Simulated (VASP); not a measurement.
# Mg2ZnS3 (Pmm2) in VASP: notebook

The runs below take Mg2ZnS3 through single point, with PBE.

Everything below comes from runs of VASP 6.6.1. Logs are shortened: lines on timing, memory, paths and dates and some standing lists are left out, and cuts for length are marked.

### Step 1. The cell of the first run

The structure is orthorhombic, space group Pmm2 (No. 25). Conventional cell: a = 3.441 Å, b = 3.539 Å, c = 9.851 Å, α = 90.00°, β = 90.00°, γ = 90.00°. Within 3.6 Å of Mg (site symmetry mm2) lie 8 S at 2.71 to 3.21 Å and 4 Mg at 3.44 to 3.54 Å. Mg (site symmetry mm2) has 6 S at 2.63 to 2.72 Å and 2 Mg at 3.44 Å within 3.5 Å. Zn (site symmetry mm2) has 3 S at 2.25 to 2.26 Å within 3.0 Å. S (site symmetry mm2) has 6 Mg at 2.71 to 2.72 Å and 7 S at 3.18 to 3.54 Å within 3.6 Å. S (site symmetry mm2) has 2 Zn at 2.25 Å within 3.0 Å. S (site symmetry mm2) has 1 Zn at 2.26 Å and 4 Mg at 2.63 Å within 3.0 Å.

### Step 2. Single point, PBE

The input, INCAR:

```
PREC     = Accurate       # precision mode
ENCUT    = 520            # plane-wave cutoff, eV
EDIFF    = 1E-7           # SCF threshold, eV
ISMEAR   = 0              # smearing method
SIGMA    = 0.1            # smearing width, eV
LREAL    = False          # projectors in reciprocal space
LASPH    = True           # aspherical terms in the spheres
NELM     = 80             # most SCF steps
ALGO     = Normal         # electronic algorithm
ISIF     = 2              # what is computed and relaxed
LWAVE    = False          # write WAVECAR
LCHARG   = True           # write CHGCAR
GGA      = PE             # functional
LELF     = True           # ELF
LVHAR    = True         
NBANDS   = 26             # bands
```

The input, KPOINTS:

```
Automatic mesh
0
Gamma
  6 4 2
```

The input, POSCAR:

```
Mg2ZnS3
1.0
    3.4414102172      0.0000000000      0.0000000000
    0.0000000000      3.5385749381      0.0000000000
    0.0000000000      0.0000000000      9.8507568882
Mg Zn S
2 1 3
Direct
    0.0000000000      0.0000000000     -0.0321638407
    0.0000000000      0.5000000000      0.6390313852
    0.5000000000      0.0000000000      0.3173885791
    0.5000000000      0.5000000000      0.8531826720
    0.5000000000      0.5000000000      0.1755402077
    0.5000000000      0.0000000000      0.5470210067
```

Potentials or basis: VASP PAW PBE potentials, release 64 (Mg, Zn, S).

On the command line:

```sh
> cat potpaw_PBE.64/Mg/POTCAR potpaw_PBE.64/Zn/POTCAR potpaw_PBE.64/S/POTCAR > POTCAR
> mpirun -np 1 vasp_std > vasp.out
```

OUTCAR:

```text
PREC = Accurate
   ENCUT = 520
   EDIFF = 1E-7
   ISMEAR = 0
   LREAL = False
   LASPH = True
   NELM = 80
   ISIF = 2
   GGA = PE

 ion  position               nearest neighbor table
   1  0.000  0.000  0.968-   4 2.71   4 2.71   4 2.71   4 2.71   5 3.21   5 3.21   5 3.21   5 3.21

   2  0.000  0.500  0.639-   6 2.63   6 2.63   6 2.63   6 2.63   4 2.72   4 2.72
   3  0.500  0.000  0.317-   5 2.25   5 2.25   6 2.26
   4  0.500  0.500  0.853-   1 2.71   1 2.71   1 2.71   1 2.71   2 2.72   2 2.72
   5  0.500  0.500  0.176-   3 2.25   3 2.25   1 3.21   1 3.21   1 3.21   1 3.21
   6  0.500  0.000  0.547-   3 2.26   2 2.63   2 2.63   2 2.63   2 2.63

  LATTYP: Found a simple orthorhombic cell.
 ALAT       =     3.4414102172
 B/A-ratio  =     1.0282339840
 C/A-ratio  =     2.8624186791

  Lattice vectors:

 A1 = (   3.4414102172,   0.0000000000,   0.0000000000)
 A2 = (   0.0000000000,   3.5385749381,   0.0000000000)
 A3 = (   0.0000000000,   0.0000000000,   9.8507568882)

Analysis of symmetry for initial positions (statically):
=====================================================================
 Subroutine PRICEL returns:
 Original cell was already a primitive cell.

 Routine SETGRP: Setting up the symmetry group for a
 simple orthorhombic supercell.

 Subroutine GETGRP returns: Found  4 space group operations
 (whereof  4 operations were pure point group operations)
 out of a pool of  8 trial point group operations.

The static configuration has the point symmetry C_2v.

Analysis of symmetry for dynamics (positions and initial velocities):
=====================================================================
 Subroutine PRICEL returns:
 Original cell was already a primitive cell.

 Routine SETGRP: Setting up the symmetry group for a
 simple orthorhombic supercell.

 Subroutine GETGRP returns: Found  4 space group operations
 (whereof  4 operations were pure point group operations)
 out of a pool of  8 trial point group operations.

The dynamic configuration has the point symmetry C_2v.

 Subroutine INISYM returns: Found  4 space group operations
 (whereof  4 operations are pure point group operations),
 and found     1 'primitive' translations

----------------------------------------------------------------------------------------

                                     Primitive cell

  volume of cell :     119.9594

  direct lattice vectors                    reciprocal lattice vectors
     3.441410217  0.000000000  0.000000000     0.290578553  0.000000000  0.000000000
     0.000000000  3.538574938  0.000000000     0.000000000  0.282599639  0.000000000
     0.000000000  0.000000000  9.850756888     0.000000000  0.000000000  0.101515042

  length of vectors
     3.441410217  3.538574938  9.850756888     0.290578553  0.282599639  0.101515042

  position of ions in fractional coordinates (direct lattice)
     0.000000000  0.000000000  0.967836159
     0.000000000  0.500000000  0.639031385
     0.500000000  0.000000000  0.317388579
     0.500000000  0.500000000  0.853182672
     0.500000000  0.500000000  0.175540208
     0.500000000  0.000000000  0.547021007

  ion indices of the primitive-cell ions
   primitive index   ion index
                 1           1
                 2           2
                 3           3
                 4           4
                 5           5
                 6           6

----------------------------------------------------------------------------------------

 KPOINTS: Automatic mesh

Automatic generation of k-mesh.
 Grid dimensions read from file:
 generate k-points for:    6    4    2

 Generating k-lattice:

  Cartesian coordinates                     Fractional coordinates (reciprocal lattice)
     0.048429759  0.000000000  0.000000000     0.166666667  0.000000000  0.000000000
     0.000000000  0.070649910  0.000000000     0.000000000  0.250000000  0.000000000
     0.000000000  0.000000000  0.050757521     0.000000000  0.000000000  0.500000000

  Length of vectors
     0.048429759  0.070649910  0.050757521

  Shift w.r.t. Gamma in fractional coordinates (k-lattice)
     0.000000000  0.000000000  0.000000000

 Subroutine IBZKPT returns following result:
 ===========================================

 Found     24 irreducible k-points:

 Following reciprocal coordinates:
            Coordinates               Weight
  0.000000  0.000000  0.000000      1.000000
  0.166667  0.000000  0.000000      2.000000
  0.333333  0.000000  0.000000      2.000000
  0.500000  0.000000  0.000000      1.000000
  0.000000  0.250000  0.000000      2.000000
  0.166667  0.250000  0.000000      4.000000
[... 16 lines left out ...]
  0.333333  0.500000  0.500000      2.000000
  0.500000  0.500000  0.500000      1.000000
   k-points           NKPTS =     24   k-points in BZ     NKDIM =     24   number of bands    NBANDS=     26
   number of dos      NEDOS =    301   number of ions     NIONS =      6
   total plane-waves  NPLWV =  62720
   dimension x,y,z NGX =    28 NGY =   28 NGZ =   80
   dimension x,y,z NGXF=    56 NGYF=   56 NGZF=  160
   ions per type =               2   1   3
   NGX,Y,Z   is equivalent  to a cutoff of  13.53, 13.15, 13.50 a.u.
   NGXF,Y,Z  is equivalent  to a cutoff of  27.05, 26.31, 27.00 a.u.
 SYSTEM =  unknown system
   PREC   = accura    normal or accurate (medium, high low for compatibility)
   ISTART =      0    job   : 0-new  1-cont  2-samecut
   ICHARG =      2    charge: 1-file 2-atom 10-const
   ISPIN  =      1    spin polarized calculation?
   LNONCOLLINEAR =      F non collinear calculations
   LSORBIT =      F    spin-orbit coupling
   LASPH  =      T    aspherical Exc in radial PAW
   ENCUT  =  520.0 eV  38.22 Ry    6.18 a.u.   6.40  6.58 18.32*2*pi/ulx,y,z
   NELM   =     80;   NELMIN=  2; NELMDL= -5     # of ELM steps
   EDIFF  = 0.1E-06   stopping-criterion for ELM
   LREAL  =      F    real-space projection
   EDIFFG = 0.1E-05   stopping-criterion for IOM
   NSW    =      0    number of steps for IOM
   IBRION =     -1    ionic relax: 0-MD 1-quasi-New 2-CG
   NFREE  =      0    steps in history (QN), initial steepest desc. (CG)
   ISIF   =      2    stress and relaxation
   ISYM   =      2    0-nonsym 1-usesym 2-fastsym
   POTIM  = 0.5000    time-step for ionic-motion
   TEBEG  =    0.0;   TEEND  =   0.0 temperature during run
   PSTRESS=    0.0 pullay stress
   NELECT =      34.0000    total number of electrons
   NUPDOWN=      -1.0000    fix difference up-down
   EMIN   =  10.00;   EMAX   =-10.00  energy-range for DOS
   EFERMI =   0.00;   METHOD = LEGACY
   ISMEAR =     0;   SIGMA  =   0.10  broadening in eV -4-tet -1-fermi 0-gaus
   EFERMI_NEDOS =   21; number of points for ismear=-14 and -15
   IALGO  =     38    algorithm
   IMIX   =      4    mixing-type and parameters
     AMIX     =   0.40;   BMIX     =  1.00
     AMIX_MAG =   1.60;   BMIX_MAG =  1.00
  volume/ion in A,a.u.               =      19.99       134.92
  Fermi-wavevector in a.u.,A,eV,Ry     =   1.075366  2.032147 15.733942  1.156412
  Thomas-Fermi vector in A             =   2.211221
   LORBIT       =      0    0 simple, 1 ext, 2 COOP (PROOUT), +10 PAW based schemes
   GGA     = PE    functional components
   LHFCALC =     F    Hartree Fock is set to
   AEXX    =    0.0000 exact exchange contribution
   IVDW    =     0    specifies the selected vdW correction
   LEPSILON=     F    determine dielectric tensor
   LRPA    =     F    only Hartree local field effects (RPA)
 non-spin polarized calculation
 Gauss-broadening in eV      SIGMA  =   0.10
  energy-cutoff  :      520.00
  volume of cell :      119.96
 maximum number of plane-waves:      3265
 NGX is ok and might be reduce to    28
   NGX = 13   NGY = 13   NGZ = 37

 number of electron      34.0000002 magnetization

 Free energy of the ion-electron system (eV)
  ---------------------------------------------------
  ext. energy  EPLUGINS =         0.00000000
  ---------------------------------------------------
  free energy    TOTEN  =       -21.47296005 eV

  energy without entropy =      -21.47075869  energy(sigma->0) =      -21.47185937

 E-fermi :   3.9609     XC(G=0):  -9.2907

 val. band max:        3.8813744606   @ k =   0.0000   0.5000   0.0000
 cond. band min:       4.0065623776   @ k =   0.5000   0.5000   0.5000
 fundamental gap:      0.1251879170
 Fermi energy:         3.9609244269

 k-point     1 :       0.0000    0.0000    0.0000
  band No.  band energies     occupation
      1      -9.9240      2.00000
      2      -9.2713      2.00000
      3      -9.0193      2.00000
      4      -3.5362      2.00000
      5      -3.5149      2.00000
      6      -3.3996      2.00000
[... 18 lines left out ...]
     25      10.5441      0.00000
     26      10.7579      0.00000

 k-point     2 :       0.1667    0.0000    0.0000
  band No.  band energies     occupation
      1      -9.7583      2.00000
      2      -9.1252      2.00000
      3      -8.8744      2.00000
      4      -3.5125      2.00000
      5      -3.5085      2.00000
      6      -3.3556      2.00000
[... 18 lines left out ...]
     25      10.7790      0.00000
     26      10.9766      0.00000

 k-point     3 :       0.3333    0.0000    0.0000
  band No.  band energies     occupation
      1      -9.3825      2.00000
      2      -8.8036      2.00000
      3      -8.5365      2.00000
      4      -3.4958      2.00000
      5      -3.4656      2.00000
      6      -3.3660      2.00000
[... 18 lines left out ...]
     25      10.8268      0.00000
     26      11.5525      0.00000

 k-point     4 :       0.5000    0.0000    0.0000
  band No.  band energies     occupation
      1      -9.1655      2.00000
      2      -8.6247      2.00000
      3      -8.3320      2.00000
      4      -3.4893      2.00000
      5      -3.4375      2.00000
      6      -3.4259      2.00000
[... 18 lines left out ...]
     25      10.1406      0.00000
     26      11.1476      0.00000

 k-point     5 :       0.0000    0.2500    0.0000
  band No.  band energies     occupation
      1      -9.5670      2.00000
      2      -9.0392      2.00000
      3      -8.7333      2.00000
      4      -3.5946      2.00000
      5      -3.3575      2.00000
      6      -3.3127      2.00000
[... 18 lines left out ...]
     25      10.9506      0.00000
     26      11.5087      0.00000

 k-point     6 :       0.1667    0.2500    0.0000
  band No.  band energies     occupation
      1      -9.4113      2.00000
      2      -8.8989      2.00000
      3      -8.5972      2.00000
      4      -3.5760      2.00000
      5      -3.3420      2.00000
      6      -3.2834      2.00000
[... 427 lines left out ...]
 k-point    21 :       0.0000    0.5000    0.5000
  band No.  band energies     occupation
      1      -9.0516      2.00000
      2      -8.8651      2.00000
      3      -8.3973      2.00000
      4      -3.5991      2.00000
      5      -3.2326      2.00000
      6      -3.2156      2.00000
[... 18 lines left out ...]
     25      10.6847      0.00000
     26      11.2260      0.00000

 k-point    22 :       0.1667    0.5000    0.5000
  band No.  band energies     occupation
      1      -8.9173      2.00000
      2      -8.7260      2.00000
      3      -8.2731      2.00000
      4      -3.5717      2.00000
      5      -3.2749      2.00000
      6      -3.2430      2.00000
[... 18 lines left out ...]
     25      10.7532      0.00000
     26      11.0224      0.00000

 k-point    23 :       0.3333    0.5000    0.5000
  band No.  band energies     occupation
      1      -8.6183      2.00000
      2      -8.4231      2.00000
      3      -7.9887      2.00000
      4      -3.5118      2.00000
      5      -3.3495      2.00000
      6      -3.3022      2.00000
[... 18 lines left out ...]
     25       8.8319      0.00000
     26      11.7640      0.00000

 k-point    24 :       0.5000    0.5000    0.5000
  band No.  band energies     occupation
      1      -8.4494      2.00000
      2      -8.2585      2.00000
      3      -7.8200      2.00000
      4      -3.4718      2.00000
      5      -3.3890      2.00000
      6      -3.3425      2.00000
[... 18 lines left out ...]
     25       8.7641      0.00000
     26      11.1919      0.00000

------------------------ aborting loop because EDIFF is reached ----------------------------------------

  FORCE on cell =-STRESS in cart. coord.  units (eV):
  Direction    XX          YY          ZZ          XY          YZ          ZX
  --------------------------------------------------------------------------------------
  -------------------------------------------------------------------------------------
  Total       -0.1270992     -0.0412009     -0.0076837      0.0000000      0.0000000      0.0000000
  in kB       -1.6975360     -0.5502793     -0.1026238      0.0000000      0.0000000      0.0000000
  external PRESSURE =      -0.7834797 kB  Pullay stress =       0.0000000 kB

 VOLUME and BASIS-vectors are now :
 -----------------------------------------------------------------------------
  energy-cutoff  :      520.00
  volume of cell :      119.96
      direct lattice vectors                 reciprocal lattice vectors
     3.441410217  0.000000000  0.000000000     0.290578553  0.000000000  0.000000000
     0.000000000  3.538574938  0.000000000     0.000000000  0.282599639  0.000000000
     0.000000000  0.000000000  9.850756888     0.000000000  0.000000000  0.101515042

 POSITION                                       TOTAL-FORCE (eV/Angst)
 -----------------------------------------------------------------------------------
      0.00000      0.00000      9.53392         0.000000      0.000000     -0.005737
      0.00000      1.76929      6.29494         0.000000      0.000000      0.007670
      1.72071      0.00000      3.12652         0.000000      0.000000      0.003727
      1.72071      1.76929      8.40450         0.000000      0.000000     -0.016037
      1.72071      1.76929      1.72920         0.000000      0.000000     -0.023578
      1.72071      0.00000      5.38857         0.000000      0.000000      0.033955
 -----------------------------------------------------------------------------------
    total drift:                                0.000000     -0.000000      0.000803

  FREE ENERGIE OF THE ION-ELECTRON SYSTEM (eV)
  ---------------------------------------------------
  free  energy   TOTEN  =       -21.4729600483 eV

  energy  without entropy=      -21.4707586863  energy(sigma->0) =      -21.47185937
```

Wall time 35 s (1 thread of Intel Xeon 6975P-C (Granite Rapids), shared host); peak memory 0.27 GiB.

Results:

```
Free energy            : -21.4730 eV
Pressure               : -0.1 GPa
Largest force          : 0.034 eV/Å
Band gap on the k mesh : 0.13 eV, indirect (least direct gap 0.45 eV)
```

Forces in eV/Å, atoms in the order of the input:
```
Mg   0.000  0.000 -0.006
Mg   0.000  0.000  0.008
Zn   0.000  0.000  0.004
S    0.000  0.000 -0.016
S    0.000  0.000 -0.024
S    0.000  0.000  0.034
```

Levels at points of the mesh, in eV from the valence-band top:
| k point | band 15 | band 16 | band 17 | band 18 | band 19 | band 20 |
| --- | --- | --- | --- | --- | --- | --- |
| (0.00, 0.00, 0.00) | -1.38 | -1.27 | -0.61 | 0.49 | 2.71 | 2.74 |
| (0.50, 0.00, 0.00) | -0.96 | -0.85 | -0.84 | 1.25 | 1.66 | 3.21 |
| (0.00, 0.50, 0.00) | -1.22 | -1.17 | 0.00 | 0.45 | 4.10 | 4.26 |
| (0.50, 0.50, 0.00) | -2.76 | -2.75 | -1.60 | 0.43 | 0.95 | 1.15 |
| (0.00, 0.00, 0.50) | -1.48 | -1.07 | -0.55 | 1.34 | 2.01 | 2.97 |
| (0.50, 0.00, 0.50) | -1.61 | -1.26 | -0.62 | 0.33 | 3.39 | 3.89 |
| (0.00, 0.50, 0.50) | -1.22 | -1.17 | 0.00 | 1.43 | 2.77 | 2.94 |
| (0.50, 0.50, 0.50) | -3.05 | -2.83 | -1.10 | 0.13 | 1.28 | 1.66 |

Caveat: the k points lie up to 0.44 Å⁻¹ apart. A k mesh can miss the band edges.

[end of part 1 of 2]
